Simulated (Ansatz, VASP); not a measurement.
## LiH: VASP beside Ansatz

```
Li H
1.0
     0.00000    1.95567    1.95567
     1.95567    0.00000    1.95567
     1.95567    1.95567    0.00000
Li H
1 1
Direct
  0.00000 0.00000 0.00000
  0.50000 0.50000 0.50000
```

Alike in both runs: task single point; functional LDA; k mesh 10 × 10 × 10; occupations gaussian, width 0.02 eV; no spin polarisation.

```csv
,VASP,Ansatz
version,VASP 6.6.1,Ansatz 0.2.0
potentials or method,"VASP PAW LDA potentials, release 64 (Li_sv, H), cutoff 750 eV","scalar-relativistic, plane waves, PAW"
valence electrons in the cell,4,4
```

|  | VASP | Ansatz | Ansatz less VASP |
| --- | --- | --- | --- |
| gap on the k mesh at the Fermi level (eV) | 2.54 | 2.54 | +0.005 |
| least direct gap on the mesh (eV) | 2.54 | 2.54 | +0.005 |
| pressure (GPa) | -0.2 | -0.1 | +0.17 |

LDA's correlation is that of Perdew and Zunger in VASP and of Perdew and Wang (1992) in Ansatz.
